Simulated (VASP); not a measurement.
# AgBr (Fm-3m) in VASP: further runs

AgBr is run at these levels: PBE; tasks: single point.

Everything below comes from runs of VASP 6.6.1. Logs are shortened: lines on timing, memory, paths and dates and some standing lists are left out, and cuts for length are marked.

## (1) The cell of the first run

The structure is cubic, space group Fm-3m (No. 225). Conventional cell: a = 5.740 Å, b = 5.740 Å, c = 5.740 Å, α = 90.00°, β = 90.00°, γ = 90.00°. Within 3.8 Å of Ag (site symmetry m-3m) lie 6 Br at 2.87 Å. Within 3.8 Å of Br (site symmetry m-3m) lie 6 Ag at 2.87 Å.

## (2) Single point, PBE

The input, INCAR:

```
PREC = Accurate ; ENCUT = 500
EDIFF = 1E-6 ; ISMEAR = 0
SIGMA = 0.01 ; LREAL = False
LASPH = True ; NELM = 120
ALGO = Normal ; ISIF = 2
LWAVE = False ; LCHARG = True
GGA = PE ; LELF = True
LVHAR = True ; NBANDS = 16
GGA_COMPAT = False
```

The input, KPOINTS:

```
regular mesh
0
Gamma
  2 2 2
```

The input, POSCAR:

```
AgBr
1.0
    0.0000000000      2.8701500000      2.8701500000
    2.8701500000      0.0000000000      2.8701500000
    2.8701500000      2.8701500000      0.0000000000
Ag Br
1 1
Direct
    0.0000000000      0.0000000000      0.0000000000
    0.5000000000      0.5000000000      0.5000000000
```

Potentials or basis: VASP PAW PBE potentials, release 64 (Ag, Br).

Launch:

```sh
cat potpaw_PBE.64/Ag/POTCAR potpaw_PBE.64/Br/POTCAR > POTCAR
mpirun -np 1 vasp_std > vasp.out
```

OUTCAR:

```text
PREC = Accurate
   ENCUT = 500
   EDIFF = 1E-6
   ISMEAR = 0
   LREAL = False
   LASPH = True
   NELM = 120
   ISIF = 2
   GGA = PE

 ion  position               nearest neighbor table
   1  0.000  0.000  0.000-   2 2.87   2 2.87   2 2.87   2 2.87   2 2.87   2 2.87
   2  0.500  0.500  0.500-   1 2.87   1 2.87   1 2.87   1 2.87   1 2.87   1 2.87

  LATTYP: Found a face centered cubic cell.
 ALAT       =     5.7403000000

  Lattice vectors:

 A1 = (   0.0000000000,   2.8701500000,   2.8701500000)
 A2 = (   2.8701500000,   0.0000000000,   2.8701500000)
 A3 = (   2.8701500000,   2.8701500000,   0.0000000000)

Analysis of symmetry for initial positions (statically):
=====================================================================
 Subroutine PRICEL returns:
 Original cell was already a primitive cell.

 Routine SETGRP: Setting up the symmetry group for a
 face centered cubic supercell.

 Subroutine GETGRP returns: Found 48 space group operations
 (whereof 48 operations were pure point group operations)
 out of a pool of 48 trial point group operations.

The static configuration has the point symmetry O_h .

Analysis of symmetry for dynamics (positions and initial velocities):
=====================================================================
 Subroutine PRICEL returns:
 Original cell was already a primitive cell.

 Routine SETGRP: Setting up the symmetry group for a
 face centered cubic supercell.

 Subroutine GETGRP returns: Found 48 space group operations
 (whereof 48 operations were pure point group operations)
 out of a pool of 48 trial point group operations.

The dynamic configuration has the point symmetry O_h .

 Subroutine INISYM returns: Found 48 space group operations
 (whereof 48 operations are pure point group operations),
 and found     1 'primitive' translations

----------------------------------------------------------------------------------------

                                     Primitive cell

  volume of cell :      47.2872

  direct lattice vectors                    reciprocal lattice vectors
     0.000000000  2.870150000  2.870150000    -0.174206923  0.174206923  0.174206923
     2.870150000  0.000000000  2.870150000     0.174206923 -0.174206923  0.174206923
     2.870150000  2.870150000  0.000000000     0.174206923  0.174206923 -0.174206923

  length of vectors
     4.059005056  4.059005056  4.059005056     0.301735242  0.301735242  0.301735242

  position of ions in fractional coordinates (direct lattice)
     0.000000000  0.000000000  0.000000000
[... 57 lines left out ...]
   LREAL  =      F    real-space projection
   EDIFFG = 0.1E-04   stopping-criterion for IOM
   NSW    =      0    number of steps for IOM
   IBRION =     -1    ionic relax: 0-MD 1-quasi-New 2-CG
   NFREE  =      0    steps in history (QN), initial steepest desc. (CG)
   ISIF   =      2    stress and relaxation
   ISYM   =      2    0-nonsym 1-usesym 2-fastsym
   POTIM  = 0.5000    time-step for ionic-motion
   TEBEG  =    0.0;   TEEND  =   0.0 temperature during run
   PSTRESS=    0.0 pullay stress
   NELECT =      18.0000    total number of electrons
   NUPDOWN=      -1.0000    fix difference up-down
   EMIN   =  10.00;   EMAX   =-10.00  energy-range for DOS
   EFERMI =   0.00;   METHOD = LEGACY
   ISMEAR =     0;   SIGMA  =   0.01  broadening in eV -4-tet -1-fermi 0-gaus
   EFERMI_NEDOS =   21; number of points for ismear=-14 and -15
   IALGO  =     38    algorithm
   IMIX   =      4    mixing-type and parameters
     AMIX     =   0.40;   BMIX     =  1.00
     AMIX_MAG =   1.60;   BMIX_MAG =  1.00
  volume/ion in A,a.u.               =      23.64       159.55
  Fermi-wavevector in a.u.,A,eV,Ry     =   1.186454  2.242074 19.152570  1.407674
  Thomas-Fermi vector in A             =   2.322627
   LORBIT       =      0    0 simple, 1 ext, 2 COOP (PROOUT), +10 PAW based schemes
   GGA     = PE    functional components
   LHFCALC =     F    Hartree Fock is set to
   AEXX    =    0.0000 exact exchange contribution
   IVDW    =     0    specifies the selected vdW correction
   LEPSILON=     F    determine dielectric tensor
   LRPA    =     F    only Hartree local field effects (RPA)
 non-spin polarized calculation
 Gauss-broadening in eV      SIGMA  =   0.01
  energy-cutoff  :      500.00
  volume of cell :       47.29
 maximum number of plane-waves:      1243
 NGX is ok and might be reduce to    30
   NGX = 15   NGY = 15   NGZ = 15

 number of electron      18.0000002 magnetization

 Free energy of the ion-electron system (eV)
  ---------------------------------------------------
  ext. energy  EPLUGINS =         0.00000000
  ---------------------------------------------------
  free energy    TOTEN  =        -3.99944393 eV

  energy without entropy =       -3.99944393  energy(sigma->0) =       -3.99944393

 E-fermi :   3.9514     XC(G=0):  -9.7650

 val. band max:        3.8444947906   @ k =   0.5000   0.0000   0.0000
 cond. band min:       4.4028717473   @ k =   0.0000   0.0000   0.0000
 fundamental gap:      0.5583769566
 Fermi energy:         3.9514231686

 k-point     1 :       0.0000    0.0000    0.0000
  band No.  band energies     occupation
      1     -11.0560      2.00000
      2       0.8108      2.00000
      3       0.8108      2.00000
      4       0.8108      2.00000
      5       0.8308      2.00000
      6       0.8308      2.00000
[... 34 lines left out ...]
      3       0.5415      2.00000
      4       0.9903      2.00000
      5       1.0798      2.00000
      6       1.0798      2.00000
[... 8 lines left out ...]
     15      18.6862      0.00000
     16      18.6862      0.00000

------------------------ aborting loop because EDIFF is reached ----------------------------------------

  FORCE on cell =-STRESS in cart. coord.  units (eV):
  Direction    XX          YY          ZZ          XY          YZ          ZX
  --------------------------------------------------------------------------------------
  -------------------------------------------------------------------------------------
  Total        2.6962900      2.6962900      2.6962900      0.0000000      0.0000000     -0.0000000
  in kB       91.3552269     91.3552269     91.3552269      0.0000000      0.0000000     -0.0000000
  external PRESSURE =      91.3552269 kB  Pullay stress =       0.0000000 kB

 VOLUME and BASIS-vectors are now :
 -----------------------------------------------------------------------------
  energy-cutoff  :      500.00
  volume of cell :       47.29
      direct lattice vectors                 reciprocal lattice vectors
     0.000000000  2.870150000  2.870150000    -0.174206923  0.174206923  0.174206923
     2.870150000  0.000000000  2.870150000     0.174206923 -0.174206923  0.174206923
     2.870150000  2.870150000  0.000000000     0.174206923  0.174206923 -0.174206923

 POSITION                                       TOTAL-FORCE (eV/Angst)
 -----------------------------------------------------------------------------------
      0.00000      0.00000      0.00000        -0.000000     -0.000000     -0.000000
      2.87015      2.87015      2.87015         0.000000      0.000000      0.000000
 -----------------------------------------------------------------------------------
    total drift:                               -0.000000      0.000000      0.000000

  FREE ENERGIE OF THE ION-ELECTRON SYSTEM (eV)
  ---------------------------------------------------
  free  energy   TOTEN  =        -3.9994439257 eV

  energy  without entropy=       -3.9994439257  energy(sigma->0) =       -3.99944393
```

stdout:

```text
POSCAR found type information on POSCAR AgBr
 POSCAR found :  2 types and       2 ions
 scaLAPACK will be used
 LDA part: xc-table for (Slater+PW92), standard interpolation
 POSCAR, INCAR and KPOINTS ok, starting setup
 FFT: planning ... GRIDC
 FFT: planning ... GRID_SOFT
 FFT: planning ... GRID
 WAVECAR not read
 entering main loop
```

Wall time 8.8 s (1 thread of Intel Xeon 8259CL, shared host); peak memory 0.16 GiB.

Results:

```
Free energy            : -3.9994 eV
Pressure               : 9.1 GPa
Band gap on the k mesh : 0.56 eV, indirect (least direct gap 2.38 eV)
```

Levels at points of the mesh, in eV from the valence-band top:
| k point | band 7 | band 8 | band 9 | band 10 | band 11 | band 12 |
| --- | --- | --- | --- | --- | --- | --- |
| (0.00, 0.00, 0.00) | -1.82 | -1.82 | -1.82 | 0.56 | 9.81 | 9.81 |
| (0.50, 0.00, 0.00) | -2.35 | 0.00 | 0.00 | 3.62 | 6.54 | 6.61 |
| (0.50, 0.50, 0.00) | -2.63 | -2.63 | -2.49 | 1.40 | 6.94 | 9.08 |

Caveat: the k points lie up to 0.95 Å⁻¹ apart. A k mesh can miss the band edges.

(Continued in part 2 of 2.)
